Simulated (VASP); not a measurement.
A run of VASP 6.6.1 is set up as follows.

The input INCAR:

```
SYSTEM = Ge
ALGO = Normal ; EDIFF = 1E-6
ENCUT = 410 ; GGA = PE
GGA_COMPAT = .FALSE. ; ISIF = 2
ISMEAR = 0 ; ISPIN = 2
LASPH = .TRUE. ; LCHARG = .TRUE.
LELF = .TRUE. ; LORBIT = 11
LREAL = .FALSE. ; LVHAR = .TRUE.
LWAVE = .FALSE. ; MAGMOM = 1 1
NBANDS = 25 ; NELM = 200
PREC = Accurate ; SIGMA = 0.1
```

KPOINTS

```
k-points
0
G
  9 9 8
  0 0 0
```

Contents of POSCAR:

```
Ge
1.0
    5.2346581728      0.0000000000      0.0000000000
   -2.6173290864      4.5333469578      0.0000000000
    0.0000000000      0.0000000000      4.1654920600
Ge
2
Direct
    0.6666666700      0.3333333300      0.2500000000
    0.3333333300      0.6666666700      0.7500000000
```

Potentials or basis: VASP PAW PBE potentials, release 64 (Ge_d).

Launch:

```sh
$ cat potpaw_PBE.64/Ge_d/POTCAR > POTCAR
$ mpirun -np 1 vasp_std > vasp.out
```

**Question.** Predict the net moment.

**Answer.** 0.00 μB per cell.

**Question.** What does it give for the pressure?

**Answer.** -7.9 GPa.

**Question.** Predict the band gap on the k mesh.

**Answer.** Zero (filled and empty bands overlap).

Stress tensor (GPa, compression positive):
```
 -6.80   0.00   0.00
  0.00  -6.80   0.00
  0.00   0.00 -10.11
```
